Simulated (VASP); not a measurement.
# SiC (alt) (F-43m) in VASP: a series of runs

Runs on SiC (alt). Level: PBE. Tasks: single point, relaxation of cell and atoms.

Program: VASP 6.6.1. These are calculated values, not measurements. Logs are shortened: lines on timing, memory, paths and dates and some standing lists are left out, and cuts for length are marked.

### Step 1. The cell of the first run

It takes space group F-43m (No. 216, cubic). The conventional cell has a = 4.380 Å, b = 4.380 Å, c = 4.380 Å, α = 90.00°, β = 90.00°, γ = 90.00°. Within 2.5 Å of C (site symmetry -43m) lie 4 Si at 1.90 Å. Within 2.5 Å of Si (site symmetry -43m) lie 4 C at 1.90 Å.

### Step 2. Single point, PBE

INCAR reads:

```
  ALGO = Normal
  EDIFF = 1E-6
  ENCUT = 600
  GGA = PE
  GGA_COMPAT = False
  ISIF = 2
  ISMEAR = 0
  LASPH = True
  LCHARG = False
  LREAL = False
  LWAVE = False
  NBANDS = 11
  NELM = 120
  PREC = Accurate
  SIGMA = 0.02
```

KPOINTS reads:

```
k-points
0
Gamma
  10 10 10
```

POSCAR reads:

```
SiC
1.0
    0.0000000000      2.1898806947      2.1898806947
    2.1898806947      0.0000000000      2.1898806947
    2.1898806947      2.1898806947      0.0000000000
C Si
1 1
Direct
    0.7500000000      0.7500000000      0.7500000000
    0.5000000000      0.5000000000      0.5000000000
```

Potentials or basis: VASP PAW PBE potentials, release 64 (C, Si).

On the command line:

```
$ cat potpaw_PBE.64/C/POTCAR potpaw_PBE.64/Si/POTCAR > POTCAR
$ mpirun -np 1 vasp_std > vasp.out
```

OUTCAR:

```text
EDIFF = 1E-6
   ENCUT = 600
   GGA = PE
   ISIF = 2
   ISMEAR = 0
   LASPH = True
   LREAL = False
   NELM = 120
   PREC = Accurate

 ion  position               nearest neighbor table
   1  0.750  0.750  0.750-   2 1.90   2 1.90   2 1.90   2 1.90
   2  0.500  0.500  0.500-   1 1.90   1 1.90   1 1.90   1 1.90

  LATTYP: Found a face centered cubic cell.
 ALAT       =     4.3797613894

  Lattice vectors:

 A1 = (   0.0000000000,   2.1898806947,   2.1898806947)
 A2 = (   2.1898806947,   0.0000000000,   2.1898806947)
 A3 = (   2.1898806947,   2.1898806947,   0.0000000000)

Analysis of symmetry for initial positions (statically):
=====================================================================
 Subroutine PRICEL returns:
 Original cell was already a primitive cell.

 Routine SETGRP: Setting up the symmetry group for a
 face centered cubic supercell.

 Subroutine GETGRP returns: Found 24 space group operations
 (whereof 24 operations were pure point group operations)
 out of a pool of 48 trial point group operations.

The static configuration has the point symmetry T_d .

Analysis of symmetry for dynamics (positions and initial velocities):
=====================================================================
 Subroutine PRICEL returns:
 Original cell was already a primitive cell.

 Routine SETGRP: Setting up the symmetry group for a
 face centered cubic supercell.

 Subroutine GETGRP returns: Found 24 space group operations
 (whereof 24 operations were pure point group operations)
 out of a pool of 48 trial point group operations.

The dynamic configuration has the point symmetry T_d .

 Subroutine INISYM returns: Found 24 space group operations
 (whereof 24 operations are pure point group operations),
 and found     1 'primitive' translations

----------------------------------------------------------------------------------------

                                     Primitive cell

  volume of cell :      21.0035

  direct lattice vectors                    reciprocal lattice vectors
     0.000000000  2.189880695  2.189880695    -0.228322941  0.228322941  0.228322941
     2.189880695  0.000000000  2.189880695     0.228322941 -0.228322941  0.228322941
     2.189880695  2.189880695  0.000000000     0.228322941  0.228322941 -0.228322941

  length of vectors
     3.096958978  3.096958978  3.096958978     0.395466934  0.395466934  0.395466934

  position of ions in fractional coordinates (direct lattice)
     0.750000000  0.750000000  0.750000000
     0.500000000  0.500000000  0.500000000

  ion indices of the primitive-cell ions
   primitive index   ion index
                 1           1
                 2           2

----------------------------------------------------------------------------------------

 KPOINTS: k-points

Automatic generation of k-mesh.
 Grid dimensions read from file:
 generate k-points for:   10   10   10

 Generating k-lattice:

  Cartesian coordinates                     Fractional coordinates (reciprocal lattice)
    -0.022832294  0.022832294  0.022832294     0.100000000  0.000000000  0.000000000
     0.022832294 -0.022832294  0.022832294     0.000000000  0.100000000  0.000000000
     0.022832294  0.022832294 -0.022832294     0.000000000  0.000000000  0.100000000

  Length of vectors
     0.039546693  0.039546693  0.039546693

  Shift w.r.t. Gamma in fractional coordinates (k-lattice)
     0.000000000  0.000000000  0.000000000

 Subroutine IBZKPT returns following result:
 ===========================================

 Found     47 irreducible k-points:

 Following reciprocal coordinates:
            Coordinates               Weight
  0.000000  0.000000  0.000000      1.000000
  0.100000  0.000000  0.000000      8.000000
  0.200000  0.000000  0.000000      8.000000
  0.300000  0.000000  0.000000      8.000000
  0.400000  0.000000  0.000000      8.000000
  0.500000  0.000000  0.000000      4.000000
[... 16 lines left out ...]
  0.300000  0.300000  0.000000      6.000000
  0.400000  0.300000  0.000000     24.000000
 [... further k-points ...]
   k-points           NKPTS =     47   k-points in BZ     NKDIM =     47   number of bands    NBANDS=     11
   number of dos      NEDOS =    301   number of ions     NIONS =      2
   total plane-waves  NPLWV =  21952
   dimension x,y,z NGX =    28 NGY =   28 NGZ =   28
   dimension x,y,z NGXF=    56 NGYF=   56 NGZF=   56
   ions per type =               1   1
   NGX,Y,Z   is equivalent  to a cutoff of  15.03, 15.03, 15.03 a.u.
   NGXF,Y,Z  is equivalent  to a cutoff of  30.06, 30.06, 30.06 a.u.
 SYSTEM =  unknown system
   PREC   = accura    normal or accurate (medium, high low for compatibility)
   ISTART =      0    job   : 0-new  1-cont  2-samecut
   ICHARG =      2    charge: 1-file 2-atom 10-const
   ISPIN  =      1    spin polarized calculation?
   LNONCOLLINEAR =      F non collinear calculations
   LSORBIT =      F    spin-orbit coupling
   LASPH  =      T    aspherical Exc in radial PAW
   ENCUT  =  600.0 eV  44.10 Ry    6.64 a.u.   6.19  6.19  6.19*2*pi/ulx,y,z
   NELM   =    120;   NELMIN=  2; NELMDL= -5     # of ELM steps
   EDIFF  = 0.1E-05   stopping-criterion for ELM
   LREAL  =      F    real-space projection
   EDIFFG = 0.1E-04   stopping-criterion for IOM
   NSW    =      0    number of steps for IOM
   IBRION =     -1    ionic relax: 0-MD 1-quasi-New 2-CG
   NFREE  =      0    steps in history (QN), initial steepest desc. (CG)
   ISIF   =      2    stress and relaxation
   ISYM   =      2    0-nonsym 1-usesym 2-fastsym
   POTIM  = 0.5000    time-step for ionic-motion
   TEBEG  =    0.0;   TEEND  =   0.0 temperature during run
   PSTRESS=    0.0 pullay stress
   NELECT =       8.0000    total number of electrons
   NUPDOWN=      -1.0000    fix difference up-down
   EMIN   =  10.00;   EMAX   =-10.00  energy-range for DOS
   EFERMI =   0.00;   METHOD = LEGACY
   ISMEAR =     0;   SIGMA  =   0.02  broadening in eV -4-tet -1-fermi 0-gaus
   EFERMI_NEDOS =   21; number of points for ismear=-14 and -15
   IALGO  =     38    algorithm
   IMIX   =      4    mixing-type and parameters
     AMIX     =   0.40;   BMIX     =  1.00
     AMIX_MAG =   1.60;   BMIX_MAG =  1.00
  volume/ion in A,a.u.               =      10.50        70.87
  Fermi-wavevector in a.u.,A,eV,Ry     =   1.186700  2.242538 19.160507  1.408258
  Thomas-Fermi vector in A             =   2.322867
   LORBIT       =      0    0 simple, 1 ext, 2 COOP (PROOUT), +10 PAW based schemes
   GGA     = PE    functional components
   LHFCALC =     F    Hartree Fock is set to
   AEXX    =    0.0000 exact exchange contribution
   IVDW    =     0    specifies the selected vdW correction
   LEPSILON=     F    determine dielectric tensor
   LRPA    =     F    only Hartree local field effects (RPA)
 non-spin polarized calculation
 Gauss-broadening in eV      SIGMA  =   0.02
  energy-cutoff  :      600.00
  volume of cell :       21.00
 maximum number of plane-waves:       725
 NGX is ok and might be reduce to    28
   NGX = 13   NGY = 13   NGZ = 13

 number of electron       8.0000000 magnetization

 Free energy of the ion-electron system (eV)
  ---------------------------------------------------
  ext. energy  EPLUGINS =         0.00000000
  ---------------------------------------------------
  free energy    TOTEN  =       -15.06218750 eV

  energy without entropy =      -15.06218750  energy(sigma->0) =      -15.06218750

 E-fermi :   8.0340     XC(G=0): -11.2911

 val. band max:        7.9394296324   @ k =   0.0000   0.0000   0.0000
 cond. band min:       9.3104859376   @ k =   0.5000   0.5000   0.0000
 fundamental gap:      1.3710563052
 Fermi energy:         8.0340046449

 k-point     1 :       0.0000    0.0000    0.0000
  band No.  band energies     occupation
      1      -7.3469      2.00000
      2       7.9394      2.00000
      3       7.9394      2.00000
      4       7.9394      2.00000
      5      13.9979      0.00000
      6      15.1444      0.00000
      7      15.1444      0.00000
      8      15.1444      0.00000
      9      22.3598      0.00000
     10      22.3598      0.00000
     11      24.1896      0.00000

 k-point     2 :       0.1000    0.0000    0.0000
  band No.  band energies     occupation
      1      -7.1538      2.00000
      2       6.9329      2.00000
      3       7.8062      2.00000
      4       7.8062      2.00000
      5      14.2809      0.00000
      6      15.3855      0.00000
      7      15.3855      0.00000
      8      15.3992      0.00000
      9      21.4259      0.00000
     10      21.4259      0.00000
     11      24.0905      0.00000

 k-point     3 :       0.2000    0.0000    0.0000
  band No.  band energies     occupation
      1      -6.5834      2.00000
      2       4.8277      2.00000
      3       7.5005      2.00000
      4       7.5005      2.00000
      5      14.0112      0.00000
      6      15.7479      0.00000
      7      15.7479      0.00000
      8      16.5839      0.00000
      9      20.7658      0.00000
     10      20.7658      0.00000
     11      23.2143      0.00000

 k-point     4 :       0.3000    0.0000    0.0000
  band No.  band energies     occupation
      1      -5.6717      2.00000
      2       2.5377      2.00000
      3       7.1856      2.00000
      4       7.1856      2.00000
      5      13.6029      0.00000
      6      15.6300      0.00000
      7      15.6300      0.00000
      8      17.5757      0.00000
      9      21.5620      0.00000
     10      21.5620      0.00000
     11      22.9272      0.00000

 k-point     5 :       0.4000    0.0000    0.0000
  band No.  band energies     occupation
      1      -4.5471      2.00000
      2       0.5096      2.00000
      3       6.9675      2.00000
      4       6.9675      2.00000
      5      13.3306      0.00000
      6      15.2691      0.00000
      7      15.2691      0.00000
      8      17.8935      0.00000
      9      23.4552      0.00000
     10      23.4552      0.00000
     11      23.4941      0.00000
[... 211 lines left out ...]
 k-point    21 :      -0.3000    0.2000    0.0000
  band No.  band energies     occupation
      1      -4.3222      2.00000
      2       1.5706      2.00000
      3       4.1624      2.00000
      4       6.7749      2.00000
      5      13.4772      0.00000
      6      16.0716      0.00000
      7      16.6066      0.00000
      8      18.0863      0.00000
      9      20.5857      0.00000
     10      23.2356      0.00000
     11      26.8252      0.00000

 k-point    22 :      -0.2000    0.2000    0.0000
  band No.  band energies     occupation
      1      -5.3655      2.00000
      2       3.1623      2.00000
      3       4.7517      2.00000
      4       7.2924      2.00000
      5      14.4253      0.00000
      6      15.8196      0.00000
      7      16.2208      0.00000
      8      16.9757      0.00000
      9      19.4071      0.00000
     10      23.2137      0.00000
     11      26.9248      0.00000

 k-point    23 :       0.3000    0.3000    0.0000
  band No.  band energies     occupation
      1      -5.1023      2.00000
      2       3.5856      2.00000
      3       5.5987      2.00000
      4       5.5987      2.00000
      5      11.0840      0.00000
      6      13.4956      0.00000
      7      19.3277      0.00000
      8      19.3277      0.00000
      9      20.1786      0.00000
     10      24.9162      0.00000
     11      29.4906      0.00000

 k-point    24 :       0.4000    0.3000    0.0000
  band No.  band energies     occupation
      1      -4.2454      2.00000
      2       2.3761      2.00000
      3       4.8184      2.00000
      4       5.3385      2.00000
      5      10.7983      0.00000
      6      13.5025      0.00000
      7      19.4016      0.00000
      8      19.7304      0.00000
      9      21.5325      0.00000
     10      25.8797      0.00000
     11      28.9665      0.00000

 [... further k-points ...]
[... 5 lines left out ...]
  --------------------------------------------------------------------------------------
  -------------------------------------------------------------------------------------
  Total       -0.0246184     -0.0246184     -0.0246184      0.0000000      0.0000000      0.0000000
  in kB       -1.8779295     -1.8779295     -1.8779295      0.0000000      0.0000000      0.0000000
  external PRESSURE =      -1.8779295 kB  Pullay stress =       0.0000000 kB

 VOLUME and BASIS-vectors are now :
 -----------------------------------------------------------------------------
  energy-cutoff  :      600.00
  volume of cell :       21.00
      direct lattice vectors                 reciprocal lattice vectors
     0.000000000  2.189880695  2.189880695    -0.228322941  0.228322941  0.228322941
     2.189880695  0.000000000  2.189880695     0.228322941 -0.228322941  0.228322941
     2.189880695  2.189880695  0.000000000     0.228322941  0.228322941 -0.228322941

 POSITION                                       TOTAL-FORCE (eV/Angst)
 -----------------------------------------------------------------------------------
      3.28482      3.28482      3.28482        -0.000000     -0.000000     -0.000000
      2.18988      2.18988      2.18988         0.000000      0.000000      0.000000
 -----------------------------------------------------------------------------------
    total drift:                               -0.000000     -0.000000     -0.000000

  FREE ENERGIE OF THE ION-ELECTRON SYSTEM (eV)
  ---------------------------------------------------
  free  energy   TOTEN  =       -15.0621874964 eV

  energy  without entropy=      -15.0621874964  energy(sigma->0) =      -15.06218750
```

Run time: 14 s. Hardware: 1 thread of Intel Xeon Platinum 8375C at 2.90GHz (Ice Lake), shared host; peak memory 0.15 GiB.

What came out:

```
Free energy            : -15.0622 eV
Pressure               : -0.2 GPa
Band gap on the k mesh : 1.37 eV, indirect (least direct gap 4.53 eV)
```

Levels at points of the mesh, in eV from the valence-band top:
```
           k point  band 1  band 2  band 3  band 4  band 5  band 6  band 7  band 8  band 9
(0.00, 0.00, 0.00)  -15.29    0.00    0.00    0.00    6.06    7.20    7.20    7.20   14.42
(0.50, 0.00, 0.00)  -11.78   -8.45   -1.05   -1.05    5.30    7.17    7.17    9.97   16.02
(0.50, 0.50, 0.00)  -10.34   -7.75   -3.16   -3.16    1.37    4.27   13.86   13.86   14.59
```

### Step 3. Relaxation of cell and atoms, PBE

This run uses another cell than the first one, of 11.43 Å³/atom, 1.088 times its volume.

INCAR reads:

```
PREC = Accurate
ENCUT = 600
EDIFF = 1E-7
ISMEAR = 0
SIGMA = 0.1
LREAL = False
LASPH = True
NELM = 120
ALGO = Normal
ISIF = 3
LWAVE = False
LCHARG = False
GGA = PE
IBRION = 2
NSW = 100
EDIFFG = -0.05
GGA_COMPAT = False
NELMIN = 4
```

KPOINTS reads:

```
Automatic mesh
0
Gamma
  8 8 8
```

POSCAR reads:

```
SiC
1.0
    0.0000000000      2.2526106000      2.2526106000
    2.2526106000      0.0000000000      2.2526106000
    2.2526106000      2.2526106000      0.0000000000
C Si
1 1
Direct
    0.7500000000      0.7500000000      0.7500000000
    0.5000000000      0.5000000000      0.5000000000
```

Potentials or basis: VASP PAW PBE potentials, release 64 (C, Si).

On the command line:

```
$ cat potpaw_PBE.64/C/POTCAR potpaw_PBE.64/Si/POTCAR > POTCAR
$ mpirun -np 1 vasp_std > vasp.out
```

It took 23 s on 1 thread of Intel Xeon Platinum 8375C at 2.90GHz (Ice Lake), shared host; peak memory 0.15 GiB.

It converged, with:

```yaml
Free_energy: -15.0631 eV
Relaxed_volume: 10.50 Å³/atom
Relaxed_cell: a = 3.097 Å, b = 3.097 Å, c = 3.097 Å, α = 60.00°, β = 60.00°, γ = 60.00°
Space_group_after_relaxing_to_0.05_Å: F-43m (No. 216)
Energy_gained_by_relaxing: 48.4 meV/atom
Ionic_steps: 3
Pressure_after_relaxing: -0.2 GPa
Band_gap_on_the_k_mesh: 1.37 eV, indirect (least direct gap 4.53 eV)
```

The path:
```
step  energy change (eV)  largest force (eV/Å)  pressure (GPa)  volume (Å³)
   1              0.0000                0.0000          -15.36        22.86
   2             -0.0099                0.0000           19.06        19.42
   3             -0.0968                0.0000           -0.21        21.00
```

Final structure:
```yaml
crystal:
  lattice:
    - [0.00000, 2.18982, 2.18982]
    - [2.18982, 0.00000, 2.18982]
    - [2.18982, 2.18982, 0.00000]
  atoms:
    - { symbol: C, position: [0.75000, 0.75000, 0.75000] }
    - { symbol: Si, position: [0.50000, 0.50000, 0.50000] }
```

Levels at points of the mesh, in eV from the valence-band top:
```
           k point  band 1  band 2  band 3  band 4  band 5  band 6  band 7  band 8
(0.00, 0.00, 0.00)  -15.29    0.00    0.00    0.00    6.06    7.21    7.21    7.21
(0.50, 0.00, 0.00)  -11.78   -8.45   -1.05   -1.05    5.30    7.17    7.17    9.97
(0.50, 0.50, 0.00)  -10.34   -7.75   -3.16   -3.16    1.37    4.27   13.86   13.86
```

(Part 1 of 2 ends here.)
